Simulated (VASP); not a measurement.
Cu2W:

```
CELL_PARAMETERS angstrom
3.41104 0.00000 0.00000
-1.70552 2.95405 0.00000
0.00000 0.00000 3.44492
ATOMIC_POSITIONS crystal
Cu 0.33333 0.66667 0.50000
Cu 0.66667 0.33333 0.50000
W 0.00000 0.00000 0.00000
```

* Program: VASP 6.6.1
* Task: relaxation of cell and atoms
* Functional: PBE
* Potentials or basis: VASP PAW PBE potentials, release 64 (Cu, W_sv)
* Cutoff: 600 eV
* k mesh: 6 × 6 × 6
* Occupations: gaussian, width 0.1 eV
* Spin: no spin polarisation

At the start: pressure 68.3 GPa; volume 11.57 Å³/atom.

**Question.** How do energy, volume and symmetry change on relaxing?

**Answer.** Over 15 steps the energy falls by 1334.4 meV/atom and the volume is 13.24 Å³/atom (+14.4 %); space group P6/mmm (No. 191, to 0.05 Å).

The path:
```tsv
step	energy change (eV)	largest force (eV/Å)	pressure (GPa)	volume (Å³)
1	0.0000	0.0000	68.27	34.71
2	0.5541	0.0000	-28.49	64.89
3	-1.9926	0.0000	-11.35	45.53
4	-2.0075	0.0000	-8.66	44.78
5	-2.0096	0.0000	-7.51	44.44
6	-2.9197	0.0000	-6.52	42.47
7	0.8101	0.0000	108.22	33.02
8	-3.2518	0.0000	-5.04	41.60
9	-3.9411	0.0000	10.74	37.85
10	-3.9488	0.0000	8.63	38.15
11	-3.8954	0.0000	-8.20	41.99
12	-4.0029	0.0000	0.21	39.70
13	-4.0029	0.0000	0.28	39.67
14	-4.0029	0.0000	0.42	39.64
15	-4.0031	0.0000	-0.10	39.73
```

Final structure:
```
Cu W
1.0
     4.23905    0.00000    0.00000
    -2.11953    3.67113    0.00000
     0.00000    0.00000    2.55287
Cu W
2 1
Direct
  0.33333 0.66667 0.50000
  0.66667 0.33333 0.50000
  0.00000 0.00000 0.00000
```
